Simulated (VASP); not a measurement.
Wanted: the native input for a VASP 6.6.1 run.

| Quantity | Value |
| --- | --- |
| Task | band structure |
| Functional | rSCAN |
| Potentials or basis | VASP PAW PBE potentials, release 64 (Cd, P, Si) |
| Cutoff | 320 eV |
| k mesh | 5 × 5 × 5 |
| Occupations | gaussian, width 0.03 eV |
| Spin | no spin polarisation |
| Tolerance level | tight |
| Purpose | bands |
| Route | KPOINTS_OPT |
| Further INCAR settings | ALGO = Normal; EDIFF = 1e-06; NBANDS = 44 |

The structure of CdSiP2 lies in POSCAR:

```
CdSiP2
1.0
   -2.8436137418      2.8436137418      5.2485579018
    2.8436137418     -2.8436137418      5.2485579018
    2.8436137418      2.8436137418     -5.2485579018
Cd P Si
2 4 2
Direct
    0.0000000000      0.0000000000      0.0000000000
    0.7500000000      0.2500000000      0.5000000000
    0.5781283000      0.1250000000      0.9531283000
    0.3750000000      0.4218717000      0.5468717000
    0.1718717000      0.6250000000      0.0468717000
    0.8750000000      0.8281283000      0.4531283000
    0.2500000000      0.7500000000      0.5000000000
    0.5000000000      0.5000000000      0.0000000000
```

One way to write it, as run:

INCAR

```
ALGO = Normal ; EDIFF = 1E-6
EFERMI = MIDGAP ; ENCUT = 320
GGA_COMPAT = False ; ISMEAR = 0
KPAR = 8 ; LASPH = True
LCHARG = False ; LMIXTAU = True
LREAL = False ; LWAVE = False
METAGGA = RSCAN ; NBANDS = 44
NELM = 120 ; PREC = Accurate
SIGMA = 0.03
```

KPOINTS

```
Automatic mesh
0
Gamma
  5 5 5
  0 0 0
```

KPOINTS_OPT

```
path GXYSGZS1NPY1Z,XP
12
line-mode
reciprocal
 0.0000000000  0.0000000000  0.0000000000  G
 0.0000000000  0.0000000000  0.5000000000  X

 0.0000000000  0.0000000000  0.5000000000  X
-0.1467679498  0.1467679498  0.5000000000  Y

-0.1467679498  0.1467679498  0.5000000000  Y
-0.3233839749  0.3233839749  0.3233839749  S

-0.3233839749  0.3233839749  0.3233839749  S
 0.0000000000  0.0000000000  0.0000000000  G

 0.0000000000  0.0000000000  0.0000000000  G
 0.5000000000  0.5000000000 -0.5000000000  Z

 0.5000000000  0.5000000000 -0.5000000000  Z
 0.3233839749  0.6766160251 -0.3233839749  S1

 0.3233839749  0.6766160251 -0.3233839749  S1
 0.0000000000  0.5000000000  0.0000000000  N

 0.0000000000  0.5000000000  0.0000000000  N
 0.2500000000  0.2500000000  0.2500000000  P

 0.2500000000  0.2500000000  0.2500000000  P
 0.5000000000  0.5000000000 -0.1467679498  Y1

 0.5000000000  0.5000000000 -0.1467679498  Y1
 0.5000000000  0.5000000000 -0.5000000000  Z

 0.0000000000  0.0000000000  0.5000000000  X
 0.2500000000  0.2500000000  0.2500000000  P
```

Potentials or basis: VASP PAW PBE potentials, release 64 (Cd, P, Si).

Run with:

```console
$ cat potpaw_PBE.64/Cd/POTCAR potpaw_PBE.64/P/POTCAR potpaw_PBE.64/Si/POTCAR > POTCAR
$ mpirun -np 8 vasp_std > vasp.out
```

It gave:

The pressure is -0.2 GPa, the band gap on the k mesh is 1.63 eV and the band gap along the path is 1.63 eV.

Caveat: the cutoff is under 1.25 times the usual one of these potentials, so pressure, stress and relaxed cells hold a basis-set (Pulay) error; the PAW data sets were made with another functional, which shifts forces and pressure a little.

It took 5.6 min on 8 MPI ranks on Intel(R) Xeon(R) Platinum 8375C CPU @ 2.90GHz (Ice Lake) (shared host), peak memory 0.35 GiB a rank.
